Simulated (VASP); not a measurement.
Here is a VASP 6.6.1 calculation.

Contents of INCAR:

```
  PREC = Accurate
  ENCUT = 520
  EDIFF = 1E-6
  ISMEAR = 0
  SIGMA = 0.1
  LREAL = F
  LASPH = T
  NELM = 60
  ALGO = Normal
  ISIF = 2
  LWAVE = F
  LCHARG = F
  GGA = PE
  NBANDS = 28
```

KPOINTS

```
Automatic mesh
0
Gamma
  8 8 6
```

The input POSCAR:

```
NbPdSe3
1.0
    4.7649823899      0.0000000000      0.0000000000
    0.0000000000      4.7649823899      0.0000000000
    0.0000000000      0.0000000000      6.8349915662
Nb Pd Se
1 1 3
Direct
    0.0000000000      0.0000000000      0.7137544712
    0.5000000000      0.5000000000      0.6889209800
    0.0000000000      0.5000000000      0.5555395263
    0.0000000000      0.0000000000      0.0479364663
    0.5000000000      0.0000000000      0.5555395263
```

Potentials or basis: VASP PAW PBE potentials, release 64 (Nb_sv, Pd, Se).

The run is started by

```sh
$ cat potpaw_PBE.64/Nb_sv/POTCAR potpaw_PBE.64/Pd/POTCAR potpaw_PBE.64/Se/POTCAR > POTCAR
$ mpirun -np 1 vasp_std > vasp.out
```

(1) Predict the largest force.

(2) Estimate the pressure.

Results:

(1) 0.014 eV/Å.

(2) 0.0 GPa.
